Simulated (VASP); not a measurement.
A run of VASP 6.6.1:

Contents of INCAR:

```
SYSTEM = NaLi5
PREC     = Accurate       ! precision mode
ENCUT    = 520            ! plane-wave cutoff, eV
EDIFF    = 1E-7           ! SCF threshold, eV
ISMEAR   = 0              ! smearing method
SIGMA    = 0.2            ! smearing width, eV
LREAL    = .False.        ! projectors in reciprocal space
LASPH    = .True.         ! aspherical terms in the spheres
NELM     = 100            ! most SCF steps
ALGO     = Fast           ! electronic algorithm
ISIF     = 2              ! what is computed and relaxed
LWAVE    = .False.        ! write WAVECAR
LCHARG   = .False.        ! write CHGCAR
GGA      = PE             ! functional
NBANDS   = 34             ! bands
```

Contents of KPOINTS:

```
Automatic mesh
0
Gamma
  4 4 2
  0 0 0
```

File POSCAR:

```
NaLi5
1.0
   -0.0074498797      0.0130172379     -5.1068701870
    2.6562697240     -4.5972474540      0.0269064833
   -8.8044688251     -5.0701902951     -0.0000875046
Na Li
2 10
Direct
    0.0003912332      0.9746295335      0.9996109472
   -0.0003727982      0.4735067376      0.5001681638
   -0.0001946473      0.4769831701      0.8297387523
   -0.0010619380      0.9764136675      0.3298546410
    0.0000514196     -0.0236167465      0.6704465741
    0.0000377308      0.4784520154      0.1699359551
    0.4987343866      0.3500899397      0.6791194099
    0.5000885687      0.8503556989      0.1781036110
    0.4999819246      0.8500594458      0.8216125854
    0.5000166442      0.3508095732      0.3211967262
    0.5019799562      0.3713446623      0.0003346711
    0.5003475195     -0.1290276975      0.4998779629
```

Potentials or basis: VASP PAW PBE potentials, release 64 (Na_pv, Li_sv).

Command:

```sh
$ cat potpaw_PBE.64/Na_pv/POTCAR potpaw_PBE.64/Li_sv/POTCAR > POTCAR
$ mpirun -np 1 vasp_std > vasp.out
```

Hardware: 1 thread of Intel Xeon 8259CL (shared host).

Problem. How long does it take, and how much memory?

Solution. It took 38 min on 1 thread of Intel Xeon 8259CL, on a shared host, peak memory 0.42 GiB. Counts: scf iterations 87, k points 20.
